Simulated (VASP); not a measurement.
# CuSi16 (a cell with a defect) in VASP: a series of runs

CuSi16 (a cell with a defect) is run at these levels: LDA; tasks: single point.

All numbers are computed with VASP 6.6.1; they aren't measurements. Logs are shortened: lines on timing, memory, paths and dates and some standing lists are left out, and cuts for length are marked.

### 1 The cell of the first run

The cell holds a defect, 17 atoms: a = 7.679 Å, b = 7.679 Å, c = 7.679 Å, α = 60.00°, β = 60.00°, γ = 60.00°.

### 2 Single point, LDA, collinear spin

The input, INCAR:

```
SYSTEM = CuSi16
  PREC = Accurate
  ENCUT = 520
  EDIFF = 1E-7
  ISMEAR = -1
  SIGMA = 0.02
  LREAL = Auto
  LASPH = .TRUE.
  NELM = 150
  ALGO = Normal
  ISIF = 2
  LWAVE = .FALSE.
  LCHARG = .FALSE.
  ISPIN = 2
  MAGMOM = 0 0 0 0 0 0 0 0 0 0 0 0 0 0 0 0 1
  LORBIT = 11
  LMAXMIX = 4
  NBANDS = 56
```

The input, KPOINTS:

```
regular mesh
0
G
  2 2 2
  0 0 0
```

The input, POSCAR:

```
CuSi16
1.0
    0.0000000000      5.4300000000      5.4300000000
    5.4300000000      0.0000000000      5.4300000000
    5.4300000000      5.4300000000      0.0000000000
Si Cu
16 1
Direct
   -0.0047752946     -0.0042791561      0.0039565408
    0.1150021202      0.1154832650      0.1366130372
    0.0058203314      0.0062634449      0.5064972805
    0.1297176861      0.1301567113      0.6303993996
   -0.0184435099      0.5028796658      0.0031048284
    0.1141485977      0.6226553506      0.1228920839
   -0.0047882946      0.5037031263      0.4959623163
    0.1149879744      0.6363803226      0.6157008799
    0.5023634951     -0.0179242650      0.0030226985
    0.6221629410      0.1146187298      0.1228441997
    0.5032472021     -0.0043357476      0.4959156251
    0.6359394682      0.1154196153      0.6156513881
    0.4876512534      0.4881262891     -0.0116284736
    0.6115374979      0.6120339219      0.1122743896
    0.5023400273      0.5027746279      0.4823245502
    0.6221474164      0.6225951019      0.6148637007
    0.3084787878      0.3088503961      0.8090570551
```

Potentials or basis: VASP PAW LDA potentials, release 64 (Si, Cu).

Started as:

```console
cat potpaw_LDA.64/Si/POTCAR potpaw_LDA.64/Cu/POTCAR > POTCAR
mpirun -np 1 vasp_std > vasp.out
```

OUTCAR:

```text
SYSTEM = CuSi16
   PREC = Accurate
   ENCUT = 520
   EDIFF = 1E-7
   ISMEAR = -1
   LREAL = Auto
   LASPH = .TRUE.
   NELM = 150
   ISIF = 2
   ISPIN = 2
   LORBIT = 11

 ion  position               nearest neighbor table
   1  0.995  0.996  0.004-   2 2.33  10 2.34   6 2.34   4 2.35
   2  0.115  0.115  0.137-   3 2.33   1 2.33  17 2.34   9 2.43   5 2.43
   3  0.006  0.006  0.506-   2 2.33   8 2.33  12 2.33   4 2.33
   4  0.130  0.130  0.630-   3 2.33  11 2.35   7 2.35   1 2.35
   5  0.982  0.503  0.003-  14 2.33   6 2.33  17 2.34   2 2.43   8 2.43
   6  0.114  0.623  0.123-   5 2.33   1 2.34   7 2.34  13 2.35
   7  0.995  0.504  0.496-   8 2.33  16 2.34   6 2.34   4 2.35
   8  0.115  0.636  0.616-   3 2.33   7 2.33  17 2.34  15 2.43   5 2.43
   9  0.502  0.982  0.003-  14 2.33  10 2.33  17 2.34   2 2.43  12 2.43
  10  0.622  0.115  0.123-   9 2.33   1 2.34  11 2.34  13 2.35
  11  0.503  0.996  0.496-  12 2.33  16 2.34  10 2.34   4 2.35
  12  0.636  0.115  0.616-   3 2.33  11 2.33  17 2.34  15 2.43   9 2.43
  13  0.488  0.488  0.988-  14 2.33  16 2.35   6 2.35  10 2.35
  14  0.612  0.612  0.112-   5 2.33   9 2.33  15 2.33  13 2.33
  15  0.502  0.503  0.482-  14 2.33  16 2.33  17 2.34   8 2.43  12 2.43
  16  0.622  0.623  0.615-  15 2.33   7 2.34  11 2.34  13 2.35
  17  0.308  0.309  0.809-  12 2.34   8 2.34   2 2.34  15 2.34   9 2.34   5 2.34

  LATTYP: Found a face centered cubic cell.
 ALAT       =    10.8600000000

  Lattice vectors:

 A1 = (   0.0000000000,   5.4300000000,   5.4300000000)
 A2 = (   5.4300000000,   0.0000000000,   5.4300000000)
 A3 = (   5.4300000000,   5.4300000000,   0.0000000000)

Analysis of symmetry for initial positions (statically):
=====================================================================
 Subroutine PRICEL returns:
 Original cell was already a primitive cell.

 Routine SETGRP: Setting up the symmetry group for a
 face centered cubic supercell.

 Subroutine GETGRP returns: Found  1 space group operations
 (whereof  1 operations were pure point group operations)
 out of a pool of 48 trial point group operations.

The static configuration has the point symmetry C_1 .

Analysis of symmetry for dynamics (positions and initial velocities):
=====================================================================
 Subroutine PRICEL returns:
 Original cell was already a primitive cell.

 Routine SETGRP: Setting up the symmetry group for a
 face centered cubic supercell.

 Subroutine GETGRP returns: Found  1 space group operations
 (whereof  1 operations were pure point group operations)
 out of a pool of 48 trial point group operations.

The dynamic configuration has the point symmetry C_1 .

Analysis of structural, dynamic, and magnetic symmetry:
=====================================================================
 Subroutine PRICEL returns:
 Original cell was already a primitive cell.

 Routine SETGRP: Setting up the symmetry group for a
 face centered cubic supercell.

 Subroutine GETGRP returns: Found  1 space group operations
 (whereof  1 operations were pure point group operations)
 out of a pool of 48 trial point group operations.

The overall configuration has the point symmetry C_1 .

 Subroutine INISYM returns: Found  1 space group operations
 (whereof  1 operations are pure point group operations),
 and found     1 'primitive' translations

----------------------------------------------------------------------------------------

                                     Primitive cell

  volume of cell :     320.2060

  direct lattice vectors                    reciprocal lattice vectors
     0.000000000  5.430000000  5.430000000    -0.092081031  0.092081031  0.092081031
     5.430000000  0.000000000  5.430000000     0.092081031 -0.092081031  0.092081031
     5.430000000  5.430000000  0.000000000     0.092081031  0.092081031 -0.092081031

  length of vectors
     7.679179644  7.679179644  7.679179644     0.159489025  0.159489025  0.159489025

  position of ions in fractional coordinates (direct lattice)
     0.995224705  0.995720844  0.003956541
     0.115002120  0.115483265  0.136613037
     0.005820331  0.006263445  0.506497280
[... 73 lines left out ...]
   total plane-waves  NPLWV = 216000
   dimension x,y,z NGX =    60 NGY =   60 NGZ =   60
   dimension x,y,z NGXF=   120 NGYF=  120 NGZF=  120
   ions per type =              16   1
   NGX,Y,Z   is equivalent  to a cutoff of  12.99, 12.99, 12.99 a.u.
   NGXF,Y,Z  is equivalent  to a cutoff of  25.98, 25.98, 25.98 a.u.
 SYSTEM =  CuSi16
   PREC   = accura    normal or accurate (medium, high low for compatibility)
   ISTART =      0    job   : 0-new  1-cont  2-samecut
   ICHARG =      2    charge: 1-file 2-atom 10-const
   ISPIN  =      2    spin polarized calculation?
   LNONCOLLINEAR =      F non collinear calculations
   LSORBIT =      F    spin-orbit coupling
   LASPH  =      T    aspherical Exc in radial PAW
   ENCUT  =  520.0 eV  38.22 Ry    6.18 a.u.  14.28 14.28 14.28*2*pi/ulx,y,z
   NELM   =    150;   NELMIN=  2; NELMDL= -5     # of ELM steps
   EDIFF  = 0.1E-06   stopping-criterion for ELM
   LREAL  =      T    real-space projection
   EDIFFG = 0.1E-05   stopping-criterion for IOM
   NSW    =      0    number of steps for IOM
   IBRION =     -1    ionic relax: 0-MD 1-quasi-New 2-CG
   NFREE  =      0    steps in history (QN), initial steepest desc. (CG)
   ISIF   =      2    stress and relaxation
   ISYM   =      2    0-nonsym 1-usesym 2-fastsym
   POTIM  = 0.5000    time-step for ionic-motion
   TEBEG  =    0.0;   TEEND  =   0.0 temperature during run
   PSTRESS=    0.0 pullay stress
   NELECT =      75.0000    total number of electrons
   NUPDOWN=      -1.0000    fix difference up-down
   EMIN   =  10.00;   EMAX   =-10.00  energy-range for DOS
   EFERMI =   0.00;   METHOD = LEGACY
   ISMEAR =    -1;   SIGMA  =   0.02  broadening in eV -4-tet -1-fermi 0-gaus
   EFERMI_NEDOS =   21; number of points for ismear=-14 and -15
   IALGO  =     38    algorithm
   IMIX   =      4    mixing-type and parameters
     AMIX     =   0.40;   BMIX     =  1.00
     AMIX_MAG =   1.60;   BMIX_MAG =  1.00
  volume/ion in A,a.u.               =      18.84       127.11
  Fermi-wavevector in a.u.,A,eV,Ry     =   1.009142  1.907001 13.855720  1.018367
  Thomas-Fermi vector in A             =   2.142052
   LORBIT       =     11    0 simple, 1 ext, 2 COOP (PROOUT), +10 PAW based schemes
   GGA     = CA    functional components
   LHFCALC =     F    Hartree Fock is set to
   AEXX    =    0.0000 exact exchange contribution
   IVDW    =     0    specifies the selected vdW correction
   LEPSILON=     F    determine dielectric tensor
   LRPA    =     F    only Hartree local field effects (RPA)
 spin polarized calculation
  energy-cutoff  :      520.00
  volume of cell :      320.21
 maximum number of plane-waves:      8646
 NGX is ok and might be reduce to    60
   NGX = 29   NGY = 29   NGZ = 29

 number of electron      75.0000000 magnetization      -0.0000625

 number of electron      75.0000000 magnetization       0.0000490

 Free energy of the ion-electron system (eV)
  ---------------------------------------------------
  ext. energy  EPLUGINS =         0.00000000
  ---------------------------------------------------
  free energy    TOTEN  =       -97.31658045 eV

  energy without entropy =      -97.30698240  energy(sigma->0) =      -97.31178143

 E-fermi :   6.7562     XC(G=0):  -9.8722

 val. band max:        6.7486413513   @ k =   0.5000   0.5000   0.5000
 cond. band min:       6.8981235874   @ k =   0.0000   0.0000   0.5000
 fundamental gap:      0.1494822361
 Fermi energy:         6.7562223256

 spin component 1

 k-point     1 :       0.0000    0.0000    0.0000
  band No.  band energies     occupation
      1      -6.0010      1.00000
      2      -3.6716      1.00000
      3      -3.5863      1.00000
      4      -3.5861      1.00000
      5      -3.5443      1.00000
      6      -2.0669      1.00000
[... 405 lines left out ...]
     48      10.2703      0.00000
     49      10.2961      0.00000
 Fermi energy:         6.7562223256

 spin component 2

 k-point     1 :       0.0000    0.0000    0.0000
  band No.  band energies     occupation
      1      -6.0010      1.00000
      2      -3.6716      1.00000
      3      -3.5863      1.00000
      4      -3.5861      1.00000
      5      -3.5443      1.00000
      6      -2.0669      1.00000
[... 405 lines left out ...]
     48      10.2703      0.00000
     49      10.2961      0.00000
 [bands above 49 left out]

------------------------ aborting loop because EDIFF is reached ----------------------------------------

  FORCE on cell =-STRESS in cart. coord.  units (eV):
  Direction    XX          YY          ZZ          XY          YZ          ZX
  --------------------------------------------------------------------------------------
  -------------------------------------------------------------------------------------
  Total        1.2822728      1.2895587      1.2918280      0.4465750      0.4485241      0.4484123
  in kB        6.4159582      6.4524141      6.4637687      2.2344751      2.2442273      2.2436681
  external PRESSURE =       6.4440470 kB  Pullay stress =       0.0000000 kB

 VOLUME and BASIS-vectors are now :
 -----------------------------------------------------------------------------
  energy-cutoff  :      520.00
  volume of cell :      320.21
      direct lattice vectors                 reciprocal lattice vectors
     0.000000000  5.430000000  5.430000000    -0.092081031  0.092081031  0.092081031
     5.430000000  0.000000000  5.430000000     0.092081031 -0.092081031  0.092081031
     5.430000000  5.430000000  0.000000000     0.092081031  0.092081031 -0.092081031

 POSITION                                       TOTAL-FORCE (eV/Angst)
 -----------------------------------------------------------------------------------
      5.42825      5.42555     10.81083        -0.002507     -0.001700      0.002254
      1.36888      1.36627      1.25154         0.000320     -0.002185     -0.005562
      2.78429      2.78188      0.06561         0.013703      0.013677      0.013728
      4.12982      4.12744      1.41112        -0.002179     -0.004604     -0.005651
      2.74750      5.34671      8.06049         0.003091     -0.002565     -0.002552
      4.04832      1.28713      4.00085        -0.005166      0.002766      0.002357
[... 9 lines left out ...]
      6.71940      6.71697      6.75895         0.003633      0.003738     -0.005418
      6.07024      6.06822      3.35210         0.004940     -0.001286     -0.003005
 -----------------------------------------------------------------------------------
    total drift:                                0.002712      0.001258      0.001391

  FREE ENERGIE OF THE ION-ELECTRON SYSTEM (eV)
  ---------------------------------------------------
  free  energy   TOTEN  =       -97.3165804525 eV

  energy  without entropy=      -97.3069824002  energy(sigma->0) =      -97.31178143

 total charge

# of ion       s       p       d       tot
------------------------------------------
    1        0.749   0.963   0.000   1.712
    2        0.743   0.959   0.000   1.702
    3        0.760   0.948   0.000   1.708
    4        0.747   0.962   0.000   1.709
    5        0.743   0.959   0.000   1.702
    6        0.749   0.963   0.000   1.712
[... 9 lines left out ...]
   16        0.749   0.963   0.000   1.712
   17        0.529   0.484   9.220  10.233
--------------------------------------------------
tot         12.496  15.836   9.220  37.552

 magnetization (x)

# of ion       s       p       d       tot
------------------------------------------
    1       -0.000  -0.000   0.000  -0.000
    2        0.000   0.000   0.000   0.000
    3        0.000   0.000   0.000   0.000
    4       -0.000  -0.000   0.000  -0.000
    5        0.000   0.000   0.000   0.000
    6       -0.000  -0.000   0.000  -0.000
[... 9 lines left out ...]
   16       -0.000  -0.000   0.000  -0.000
   17        0.000   0.000  -0.000   0.000
--------------------------------------------------
tot          0.000   0.000  -0.000   0.000
```

It took 5.9 min on 1 thread of Intel Xeon 6975P-C (Granite Rapids), shared host; peak memory 0.49 GiB.

Results:

```yaml
Free_energy: -97.3166 eV
Pressure: 0.6 GPa
Largest_force: 0.024 eV/Å
Net_moment: 0.00 μB per cell
Valence_electrons_inside_the_program's_atomic_spheres: Si 1.71, 1.70 (each value once); Cu 10.23
```

Forces in eV/Å, atoms in the order of the input:
```
Si  -0.003 -0.002  0.002
Si   0.000 -0.002 -0.006
Si   0.014  0.014  0.014
Si  -0.002 -0.005 -0.006
Si   0.003 -0.003 -0.003
Si  -0.005  0.003  0.002
Si  -0.002  0.002 -0.002
Si   0.000 -0.006 -0.002
Si  -0.004  0.012 -0.005
Si   0.004 -0.005  0.004
Si   0.001 -0.001 -0.001
Si  -0.007  0.000  0.000
Si   0.008  0.007  0.008
Si  -0.011 -0.011 -0.012
Si  -0.005 -0.006  0.015
Si   0.004  0.004 -0.005
Cu   0.005 -0.001 -0.003
```

Stress tensor (GPa, compression positive):
```
0.64 0.22 0.22
0.22 0.65 0.22
0.22 0.22 0.65
```

Caveat: the k points lie up to 0.50 Å⁻¹ apart.

(Part 1 of 2 ends here.)
